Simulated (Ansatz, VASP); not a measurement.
## One calculation of SiC, two programs

```
Si C
1.0
     0.00000    2.18986    2.18986
     2.18986    0.00000    2.18986
     2.18986    2.18986    0.00000
Si C
1 1
Cartesian
  0.0000 0.0000 0.0000
  1.0949 1.0949 1.0949
```

Alike in both runs: functional PBE; k mesh 13 × 13 × 13; occupations fermi-dirac, width 0.02 eV; no spin polarisation.

Ansatz relaxed the structure, and its values are those at the end. VASP's run is a single point on that final structure, the one shown.

|  | VASP | Ansatz |
| --- | --- | --- |
| version | VASP 6.6.1 | Ansatz 0.2.0 |
| potentials or method | VASP PAW PBE potentials, release 64 (Si, C) | PAW with Ansatz's default frozen-core files, scalar-relativistic |
| plane-wave cutoff (eV) | 520 | 420 |
| valence electrons in the cell | 8 | 8 |

|  | VASP | Ansatz | Ansatz less VASP |
| --- | --- | --- | --- |
| pressure (GPa) | 0.0 | 0.0 | +0.05 |

The functional is the same, so the differences come from potentials, cutoffs and numerics.
